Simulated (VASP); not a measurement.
# GaP4 (P4/mmm) in VASP: further runs

Runs on GaP4. Level: PBE. Tasks: relaxation of cell and atoms, single point.

Everything below comes from runs of VASP 6.6.1. Logs are shortened: lines on timing, memory, paths and dates and some standing lists are left out, and cuts for length are marked.

### 1 The cell of the first run

Symmetry: P4/mmm, No. 123, tetragonal system. Conventional cell: a = 5.774 Å, b = 5.774 Å, c = 2.476 Å, α = 90.00°, β = 90.00°, γ = 90.00°. Within 3.3 Å of Ga (site symmetry 4/mmm) lie 2 Ga at 2.48 Å and 8 P at 3.12 Å. Within 3.1 Å of P (site symmetry m2m) lie 5 P at 2.36 to 2.48 Å.

### 2 Relaxation of cell and atoms, PBE

The input, INCAR:

```
PREC     = Accurate       # precision mode
ENCUT    = 600            # plane-wave cutoff, eV
EDIFF    = 1E-6           # SCF threshold, eV
ISMEAR   = 0              # smearing method
SIGMA    = 0.1            # smearing width, eV
LREAL    = False          # projectors in reciprocal space
LASPH    = True           # aspherical terms in the spheres
NELM     = 100            # most SCF steps
ALGO     = Normal         # electronic algorithm
ISIF     = 3              # what is computed and relaxed
LWAVE    = False          # write WAVECAR
LCHARG   = False          # write CHGCAR
GGA      = PE             # functional
IBRION   = 2              # ionic algorithm
NSW      = 100            # ionic steps
EDIFFG   = -0.01          # ionic threshold
```

The input, KPOINTS:

```
regular mesh
0
Gamma
  8 8 16
```

The input, POSCAR:

```
GaP4
1.0
    5.7742201765      0.0000000000      0.0000000000
    0.0000000000      5.7742201765      0.0000000000
    0.0000000000      0.0000000000      2.4755085960
Ga P
1 4
Direct
    0.0000000000      0.0000000000      0.0000000000
    0.7952683859      0.5000000000      0.0000000000
    0.2047316141      0.5000000000      0.0000000000
    0.5000000000      0.7952683859      0.0000000000
    0.5000000000      0.2047316141      0.0000000000
```

Potentials or basis: VASP PAW PBE potentials, release 64 (Ga_d, P).

The run is started by

```bash
cat potpaw_PBE.64/Ga_d/POTCAR potpaw_PBE.64/P/POTCAR > POTCAR
mpirun -np 1 vasp_std > vasp.out
```

OUTCAR:

```text
PREC = Accurate
   ENCUT = 600
   EDIFF = 1E-6
   ISMEAR = 0
   LREAL = False
   LASPH = True
   NELM = 100
   ISIF = 3
   GGA = PE
   IBRION = 2
   NSW = 100
   EDIFFG = -0.01

 ion  position               nearest neighbor table
   1  0.000  0.000  0.000-
   2  0.795  0.500  0.000-   3 2.36   4 2.41   5 2.41
   3  0.205  0.500  0.000-   2 2.36   4 2.41   5 2.41
   4  0.500  0.795  0.000-   5 2.36   3 2.41   2 2.41
   5  0.500  0.205  0.000-   4 2.36   3 2.41   2 2.41

  LATTYP: Found a simple tetragonal cell.
 ALAT       =     5.7742201765
 C/A-ratio  =     0.4287173887

  Lattice vectors:

 A1 = (   5.7742201765,   0.0000000000,   0.0000000000)
 A2 = (   0.0000000000,   5.7742201765,   0.0000000000)
 A3 = (   0.0000000000,   0.0000000000,   2.4755085960)

Analysis of symmetry for initial positions (statically):
=====================================================================
 Subroutine PRICEL returns:
 Original cell was already a primitive cell.

 Routine SETGRP: Setting up the symmetry group for a
 simple tetragonal supercell.

 Subroutine GETGRP returns: Found 16 space group operations
 (whereof 16 operations were pure point group operations)
 out of a pool of 16 trial point group operations.

The static configuration has the point symmetry D_4h.

Analysis of symmetry for dynamics (positions and initial velocities):
=====================================================================
 Subroutine PRICEL returns:
 Original cell was already a primitive cell.

 Routine SETGRP: Setting up the symmetry group for a
 simple tetragonal supercell.

 Subroutine GETGRP returns: Found 16 space group operations
 (whereof 16 operations were pure point group operations)
 out of a pool of 16 trial point group operations.

The dynamic configuration has the point symmetry D_4h.

 Subroutine INISYM returns: Found 16 space group operations
 (whereof 16 operations are pure point group operations),
 and found     1 'primitive' translations

----------------------------------------------------------------------------------------

                                     Primitive cell

  volume of cell :      82.5375

  direct lattice vectors                    reciprocal lattice vectors
     5.774220177  0.000000000  0.000000000     0.173183559  0.000000000  0.000000000
     0.000000000  5.774220177  0.000000000     0.000000000  0.173183559  0.000000000
     0.000000000  0.000000000  2.475508596     0.000000000  0.000000000  0.403957393

  length of vectors
     5.774220177  5.774220177  2.475508596     0.173183559  0.173183559  0.403957393

  position of ions in fractional coordinates (direct lattice)
     0.000000000  0.000000000  0.000000000
     0.795268386  0.500000000  0.000000000
     0.204731614  0.500000000  0.000000000
     0.500000000  0.795268386  0.000000000
     0.500000000  0.204731614  0.000000000

  ion indices of the primitive-cell ions
   primitive index   ion index
                 1           1
                 2           2
                 3           3
                 4           4
                 5           5

----------------------------------------------------------------------------------------

 KPOINTS: regular mesh

Automatic generation of k-mesh.
 Grid dimensions read from file:
 generate k-points for:    8    8   16

 Generating k-lattice:

  Cartesian coordinates                     Fractional coordinates (reciprocal lattice)
     0.021647945  0.000000000  0.000000000     0.125000000  0.000000000  0.000000000
     0.000000000  0.021647945  0.000000000     0.000000000  0.125000000  0.000000000
     0.000000000  0.000000000  0.025247337     0.000000000  0.000000000  0.062500000

  Length of vectors
     0.021647945  0.021647945  0.025247337

  Shift w.r.t. Gamma in fractional coordinates (k-lattice)
     0.000000000  0.000000000  0.000000000

 Subroutine IBZKPT returns following result:
 ===========================================

 Found    135 irreducible k-points:

 Following reciprocal coordinates:
            Coordinates               Weight
  0.000000  0.000000  0.000000      1.000000
  0.125000  0.000000  0.000000      4.000000
  0.250000  0.000000  0.000000      4.000000
  0.375000  0.000000  0.000000      4.000000
  0.500000  0.000000  0.000000      2.000000
  0.125000  0.125000  0.000000      4.000000
[... 16 lines left out ...]
  0.375000  0.125000  0.062500     16.000000
  0.500000  0.125000  0.062500      8.000000
 [... further k-points ...]
   k-points           NKPTS =    135   k-points in BZ     NKDIM =    135   number of bands    NBANDS=     20
   number of dos      NEDOS =    301   number of ions     NIONS =      5
   total plane-waves  NPLWV =  46080
   dimension x,y,z NGX =    48 NGY =   48 NGZ =   20
   dimension x,y,z NGXF=    96 NGYF=   96 NGZF=   40
   ions per type =               1   4
   NGX,Y,Z   is equivalent  to a cutoff of  13.82, 13.82, 13.43 a.u.
   NGXF,Y,Z  is equivalent  to a cutoff of  27.64, 27.64, 26.86 a.u.
 SYSTEM =  unknown system
   PREC   = accura    normal or accurate (medium, high low for compatibility)
   ISTART =      0    job   : 0-new  1-cont  2-samecut
   ICHARG =      2    charge: 1-file 2-atom 10-const
   ISPIN  =      1    spin polarized calculation?
   LNONCOLLINEAR =      F non collinear calculations
   LSORBIT =      F    spin-orbit coupling
   LASPH  =      T    aspherical Exc in radial PAW
   ENCUT  =  600.0 eV  44.10 Ry    6.64 a.u.  11.53 11.53  4.94*2*pi/ulx,y,z
   NELM   =    100;   NELMIN=  2; NELMDL= -5     # of ELM steps
   EDIFF  = 0.1E-05   stopping-criterion for ELM
   LREAL  =      F    real-space projection
   EDIFFG = -.1E-01   stopping-criterion for IOM
   NSW    =    100    number of steps for IOM
   IBRION =      2    ionic relax: 0-MD 1-quasi-New 2-CG
   NFREE  =      1    steps in history (QN), initial steepest desc. (CG)
   ISIF   =      3    stress and relaxation
   ISYM   =      2    0-nonsym 1-usesym 2-fastsym
   POTIM  = 0.5000    time-step for ionic-motion
   TEBEG  =    0.0;   TEEND  =   0.0 temperature during run
   PSTRESS=    0.0 pullay stress
   NELECT =      33.0000    total number of electrons
   NUPDOWN=      -1.0000    fix difference up-down
   EMIN   =  10.00;   EMAX   =-10.00  energy-range for DOS
   EFERMI =   0.00;   METHOD = LEGACY
   ISMEAR =     0;   SIGMA  =   0.10  broadening in eV -4-tet -1-fermi 0-gaus
   EFERMI_NEDOS =   21; number of points for ismear=-14 and -15
   IALGO  =     38    algorithm
   IMIX   =      4    mixing-type and parameters
     AMIX     =   0.40;   BMIX     =  1.00
     AMIX_MAG =   1.60;   BMIX_MAG =  1.00
  volume/ion in A,a.u.               =      16.51       111.40
  Fermi-wavevector in a.u.,A,eV,Ry     =   1.206042  2.279089 19.790182  1.454537
  Thomas-Fermi vector in A             =   2.341721
   LORBIT       =      0    0 simple, 1 ext, 2 COOP (PROOUT), +10 PAW based schemes
   GGA     = PE    functional components
   LHFCALC =     F    Hartree Fock is set to
   AEXX    =    0.0000 exact exchange contribution
   IVDW    =     0    specifies the selected vdW correction
   LEPSILON=     F    determine dielectric tensor
   LRPA    =     F    only Hartree local field effects (RPA)
 conjugate gradient relaxation of ions
 non-spin polarized calculation
 Gauss-broadening in eV      SIGMA  =   0.10
  energy-cutoff  :      600.00
  volume of cell :       82.54
 maximum number of plane-waves:      2784
 NGX is ok and might be reduce to    48
   NGX = 23   NGY = 23   NGZ =  9

--------------------------------------- Ionic step        1  -------------------------------------------

 number of electron      33.0000004 magnetization

 Free energy of the ion-electron system (eV)
  ---------------------------------------------------
  ext. energy  EPLUGINS =         0.00000000
  ---------------------------------------------------
  free energy    TOTEN  =       -23.16233509 eV

  energy without entropy =      -23.15189277  energy(sigma->0) =      -23.15711393

------------------------ aborting loop because EDIFF is reached ----------------------------------------

  FORCE on cell =-STRESS in cart. coord.  units (eV):
  Direction    XX          YY          ZZ          XY          YZ          ZX
  --------------------------------------------------------------------------------------
  -------------------------------------------------------------------------------------
  Total        0.0545469      0.0545469     -0.0637181      0.0000000      0.0000000      0.0000000
  in kB        1.0588381      1.0588381     -1.2368655      0.0000000      0.0000000      0.0000000
  external PRESSURE =       0.2936036 kB  Pullay stress =       0.0000000 kB

 VOLUME and BASIS-vectors are now :
 -----------------------------------------------------------------------------
  energy-cutoff  :      600.00
  volume of cell :       82.54
      direct lattice vectors                 reciprocal lattice vectors
     5.774220177  0.000000000  0.000000000     0.173183559  0.000000000  0.000000000
     0.000000000  5.774220177  0.000000000     0.000000000  0.173183559  0.000000000
     0.000000000  0.000000000  2.475508596     0.000000000  0.000000000  0.403957393

 POSITION                                       TOTAL-FORCE (eV/Angst)
 -----------------------------------------------------------------------------------
      0.00000      0.00000      0.00000         0.000000     -0.000000      0.000000
      4.59205      2.88711      0.00000         0.010524     -0.000000      0.000000
      1.18217      2.88711      0.00000        -0.010524     -0.000000     -0.000000
      2.88711      4.59205      0.00000         0.000000      0.010524     -0.000000
      2.88711      1.18217      0.00000         0.000000     -0.010524      0.000000
 -----------------------------------------------------------------------------------
    total drift:                                0.000000     -0.000000      0.000000

  FREE ENERGIE OF THE ION-ELECTRON SYSTEM (eV)
  ---------------------------------------------------
  free  energy   TOTEN  =       -23.1623350901 eV

  energy  without entropy=      -23.1518927668  energy(sigma->0) =      -23.15711393

--------------------------------------- Ionic step        2  -------------------------------------------

 number of electron      33.0000004 magnetization

 Free energy of the ion-electron system (eV)
  ---------------------------------------------------
  ext. energy  EPLUGINS =         0.00000000
  ---------------------------------------------------
  free energy    TOTEN  =       -23.16238879 eV

  energy without entropy =      -23.15191038  energy(sigma->0) =      -23.15714958

 E-fermi :   7.9541     XC(G=0): -10.8747

 val. band max:        7.9508123883   @ k =   0.2500   0.2500   0.4375
 cond. band min:       7.9562824715   @ k =   0.3750   0.3750   0.1250
 fundamental gap:      0.0054700832
 Fermi energy:         7.9540622560

 k-point     1 :       0.0000    0.0000    0.0000
  band No.  band energies     occupation
      1      -7.8876      2.00000
      2      -7.4798      2.00000
      3      -7.1513      2.00000
      4      -7.1294      2.00000
      5      -6.8562      2.00000
      6      -6.8562      2.00000
[... 12 lines left out ...]
     19      12.4138      0.00000
[... 513 lines left out ...]
      4      -7.1147      2.00000
      5      -6.8709      2.00000
      6      -6.8685      2.00000
[... 12 lines left out ...]
     19      10.8788      0.00000
     20      11.6877      0.00000

 [... further k-points ...]

------------------------ aborting loop because EDIFF is reached ----------------------------------------

  FORCE on cell =-STRESS in cart. coord.  units (eV):
  Direction    XX          YY          ZZ          XY          YZ          ZX
  --------------------------------------------------------------------------------------
  -------------------------------------------------------------------------------------
  Total       -0.0178389     -0.0178389      0.0056560      0.0000000      0.0000000      0.0000000
  in kB       -0.3461290     -0.3461290      0.1097430      0.0000000      0.0000000      0.0000000
  external PRESSURE =      -0.1941716 kB  Pullay stress =       0.0000000 kB

 VOLUME and BASIS-vectors are now :
 -----------------------------------------------------------------------------
  energy-cutoff  :      600.00
  volume of cell :       82.57
      direct lattice vectors                 reciprocal lattice vectors
     5.777259134  0.000000000  0.000000000     0.173092461  0.000000000  0.000000000
     0.000000000  5.777259134  0.000000000     0.000000000  0.173092461 -0.000000000
     0.000000000  0.000000000  2.473986687    -0.000000000 -0.000000000  0.404205894

 POSITION                                       TOTAL-FORCE (eV/Angst)
 -----------------------------------------------------------------------------------
      0.00000      5.77726      0.00000        -0.000000      0.000000      0.000000
      4.59498      2.88863      0.00000         0.005411     -0.000000      0.000000
      1.18228      2.88863      2.47399        -0.005411      0.000000     -0.000000
      2.88863      4.59498      2.47399        -0.000000      0.005411      0.000000
      2.88863      1.18228      0.00000         0.000000     -0.005411     -0.000000
 -----------------------------------------------------------------------------------
    total drift:                                0.000000      0.000000     -0.000000

  FREE ENERGIE OF THE ION-ELECTRON SYSTEM (eV)
  ---------------------------------------------------
  free  energy   TOTEN  =       -23.1623887860 eV

  energy  without entropy=      -23.1519103829  energy(sigma->0) =      -23.15714958

 reached required accuracy - stopping structural energy minimisation
```

It took 88 s on 1 thread of Intel Xeon 6975P-C (Granite Rapids), shared host; peak memory 0.38 GiB.

Results:

```yaml
Free_energy: -23.1624 eV
Relaxed_volume: 16.51 Å³/atom
Relaxed_cell: a = 5.777 Å, b = 5.777 Å, c = 2.474 Å, α = 90.00°, β = 90.00°, γ = 90.00°
Space_group_after_relaxing_to_0.05_Å: P4/mmm (No. 123)
Energy_gained_by_relaxing: 0.0 meV/atom
Ionic_steps: 2
Pressure_after_relaxing: 0.0 GPa
Largest_force_after_relaxing: 0.005 eV/Å
```

Forces in eV/Å, atoms in the order of the input:
```
Ga   0.000  0.000  0.000
P    0.005  0.000  0.000
P   -0.005  0.000  0.000
P    0.000  0.005  0.000
P    0.000 -0.005  0.000
```

Final structure:
```
Ga P
1.0
     5.77726    0.00000    0.00000
     0.00000    5.77726    0.00000
     0.00000    0.00000    2.47399
Ga P
1 4
Direct
  0.00000 0.00000 0.00000
  0.79536 0.50000 0.00000
  0.20464 0.50000 0.00000
  0.50000 0.79536 0.00000
  0.50000 0.20464 0.00000
```

Levels at points of the mesh, in eV from the Fermi level:
| k point | band 14 | band 15 | band 16 | band 17 | band 18 | band 19 | band 20 |
| --- | --- | --- | --- | --- | --- | --- | --- |
| (0.00, 0.00, 0.00) | -4.41 | 0.17 | 0.61 | 0.61 | 3.70 | 4.46 | 4.95 |
| (0.50, 0.00, 0.00) | -1.31 | -0.75 | -0.24 | 0.31 | 2.27 | 2.76 | 3.57 |
| (0.50, 0.50, 0.00) | -2.70 | -1.37 | -1.37 | -1.31 | 3.14 | 3.14 | 6.06 |
| (0.00, 0.00, 0.50) | -4.81 | -2.47 | -1.54 | -0.74 | -0.35 | -0.35 | 1.95 |
| (0.50, 0.00, 0.50) | -3.50 | -3.34 | -1.74 | -1.53 | -0.95 | 2.45 | 2.45 |
| (0.50, 0.50, 0.50) | -2.94 | -2.92 | -2.57 | -2.18 | 0.69 | 1.02 | 2.00 |

### 3 Single point, PBE

This run uses another cell than the first one, of 16.45 Å³/atom, 0.997 times its volume.

The input, INCAR:

```
SYSTEM = GaP4
PREC = Accurate
ENCUT = 520
EDIFF = 1E-7
ISMEAR = 0
SIGMA = 0.1
LREAL = .False.
LASPH = .True.
NELM = 80
ALGO = Normal
ISIF = 2
LWAVE = .False.
LCHARG = .True.
GGA = PE
LELF = .True.
LVHAR = .True.
NBANDS = 24
```

The input, KPOINTS:

```
Automatic mesh
0
Gamma
  4 4 4
  0 0 0
```

The input, POSCAR:

```
GaP4
1.0
    5.6432974680      0.0000000000      0.0000000000
    0.0000000000      5.6432974680      0.0000000000
    0.0000000000      0.0000000000      2.5832854323
Ga P
1 4
Direct
    0.0000000000      0.0000000000      0.0000000000
    0.7983100225      0.5000000000      0.0000000000
    0.2016899775      0.5000000000      0.0000000000
    0.5000000000      0.7983100225      0.0000000000
    0.5000000000      0.2016899775      0.0000000000
```

Potentials or basis: VASP PAW PBE potentials, release 64 (Ga_d, P).

The run is started by

```bash
cat potpaw_PBE.64/Ga_d/POTCAR potpaw_PBE.64/P/POTCAR > POTCAR
mpirun -np 1 vasp_std > vasp.out
```

Run time: 55 s. Hardware: 1 thread of AMD EPYC, shared host; peak memory 0.16 GiB.

The run converged. Its results:

```
Free energy : -23.1299 eV
Pressure    : -0.1 GPa
```

Forces in eV/Å, atoms in the order of the input:
```
Ga   0.000  0.000  0.000
P   -0.002  0.000  0.000
P    0.002  0.000  0.000
P    0.000 -0.002  0.000
P    0.000  0.002  0.000
```

Stress tensor (GPa, compression positive):
```
-0.17  0.00  0.00
 0.00 -0.17  0.00
 0.00  0.00 -0.09
```

Levels at points of the mesh, in eV from the Fermi level:
| k point | band 14 | band 15 | band 16 | band 17 | band 18 | band 19 | band 20 | band 21 |
| --- | --- | --- | --- | --- | --- | --- | --- | --- |
| (0.00, 0.00, 0.00) | -3.87 | 1.17 | 1.68 | 1.68 | 3.70 | 4.82 | 5.17 | 6.13 |
| (0.50, 0.00, 0.00) | -0.27 | 0.06 | 0.47 | 1.06 | 3.28 | 3.80 | 4.14 | 4.66 |
| (0.50, 0.50, 0.00) | -1.82 | -0.84 | -0.56 | -0.56 | 4.15 | 4.15 | 4.93 | 5.00 |
| (0.00, 0.00, 0.50) | -3.90 | -2.51 | -0.85 | -0.78 | -0.49 | -0.49 | 2.51 | 4.54 |
| (0.50, 0.00, 0.50) | -3.59 | -3.08 | -1.81 | -0.82 | -0.72 | 2.81 | 2.87 | 3.19 |
| (0.50, 0.50, 0.50) | -3.09 | -2.57 | -1.68 | -1.35 | 0.91 | 1.27 | 1.86 | 3.07 |

Caveat: the k points lie up to 0.61 Å⁻¹ apart.

(Continued in part 2 of 2.)
